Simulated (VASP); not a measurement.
Wanted: the native input for a VASP 6.6.1 run.

```
Task                   : relaxation of the atoms
Functional             : PBE
Dispersion             : D3(BJ)
Potentials or basis    : VASP PAW PBE potentials, release 64 (W_sv, Se)
Cutoff                 : 520 eV
k mesh                 : 9 × 9 × 2
Occupations            : gaussian, width 0.02 eV
Spin                   : no spin polarisation
Dipole correction      : no
Further INCAR settings : ALGO = Normal; EDIFF = 1e-06; IBRION = 2; EDIFFG = -0.01; NSW = 60
```

The structure of WSe2 lies in POSCAR:

```
WSe2
1.0
    3.2900000000      0.0000000000      0.0000000000
   -1.6450000000      2.8492235785      0.0000000000
    0.0000000000      0.0000000000     12.9700000000
W Se
2 4
Direct
    0.3333333333      0.6666666667      0.2500000000
    0.6666666667      0.3333333333      0.7500000000
    0.3333333333      0.6666666667      0.6210000000
    0.6666666667      0.3333333333      0.1210000000
    0.3333333333      0.6666666667      0.8790000000
    0.6666666667      0.3333333333      0.3790000000
```

These files were run (other wordings do the same):

INCAR

```
SYSTEM = WSe2
PREC = Accurate
ENCUT = 520
EDIFF = 1E-6
ISMEAR = 0
SIGMA = 0.02
LREAL = .FALSE.
LASPH = .TRUE.
NELM = 100
ALGO = Normal
ISIF = 2
LWAVE = .FALSE.
LCHARG = .FALSE.
GGA = PE
IVDW = 12
IBRION = 2
NSW = 60
EDIFFG = -0.01
LUSENCCL = .FALSE.
```

KPOINTS

```
Automatic mesh
0
G
  9 9 2
  0 0 0
```

Potentials or basis: VASP PAW PBE potentials, release 64 (W_sv, Se).

The run is started by

```bash
$ cat potpaw_PBE.64/W_sv/POTCAR potpaw_PBE.64/Se/POTCAR > POTCAR
$ mpirun -np 1 vasp_std > vasp.out
```

Results of the run:

```json
{
  "Energy gained by relaxing": "0.9 meV/atom",
  "Ionic steps": "3",
  "Pressure after relaxing": "-0.8 GPa",
  "Band gap on the k mesh": "1.05 eV (least direct gap 1.54 eV)",
  "Dispersion energy per atom": "-0.465 eV"
}
```

Caveat: spin-orbit coupling is left out, which moves the levels of the heavy elements.

Wall time 2.6 min on 1 × NVIDIA H100 80GB with 1 thread of Intel(R) Xeon(R) Platinum 8481C CPU @ 2.70GHz (Sapphire Rapids) (shared host), peak memory 1.2 GiB.
